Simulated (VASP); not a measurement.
# DyW2: single point with PBE

The system is DyW2.

```
Dy W
1.0
     0.00000    3.14437    3.14437
     3.14437    0.00000    3.14437
     3.14437    3.14437    0.00000
Dy W
1 2
Cartesian
  4.7166 4.7166 4.7166
  3.1444 3.1444 3.1444
  1.5722 1.5722 1.5722
```

The cell was generated, and may not be a known phase.

- Program: VASP 6.6.1
- Task: single point
- Functional: PBE
- Potentials or basis: VASP PAW PBE potentials, release 64 (Dy_3, W_sv), 4f in core
- Cutoff: 500 eV
- k mesh: 6 × 6 × 6
- Occupations: gaussian, width 0.1 eV
- Spin: no spin polarisation
- Dipole correction: no
- Further INCAR settings: ALGO = Normal; EDIFF = 1e-06; NBANDS = 26

- Pressure: 9.6 GPa
- Band gap on the k mesh: zero (an odd number of electrons rules out a gap without spin polarisation)

Levels at points of the mesh, in eV from the Fermi level:
| k point | band 14 | band 15 | band 16 | band 17 | band 18 | band 19 | band 20 | band 21 | band 22 | band 23 |
| --- | --- | --- | --- | --- | --- | --- | --- | --- | --- | --- |
| (0.00, 0.00, 0.00) | -3.37 | -1.58 | -1.58 | -1.58 | -0.44 | -0.44 | -0.44 | 3.49 | 3.49 | 5.23 |
| (0.50, 0.00, 0.00) | -2.09 | -2.09 | -2.01 | -1.71 | -1.71 | 0.18 | 0.18 | 1.49 | 1.49 | 1.80 |
| (0.50, 0.50, 0.00) | -2.75 | -1.87 | -1.68 | -1.68 | -1.15 | 0.11 | 1.69 | 1.69 | 3.31 | 3.31 |

Run time: 22 s on 1 thread of AMD EPYC 7R13 Processor (Zen 3) (shared host), peak memory 0.15 GiB.

Caveat: the cell stands under pressure; spin-orbit coupling is left out, which moves the levels of the heavy elements; the 4f electrons are frozen in the core, so they carry no moment and show no levels. Spin polarisation is off, so any magnetic state and its effect on volume and gap are missing.
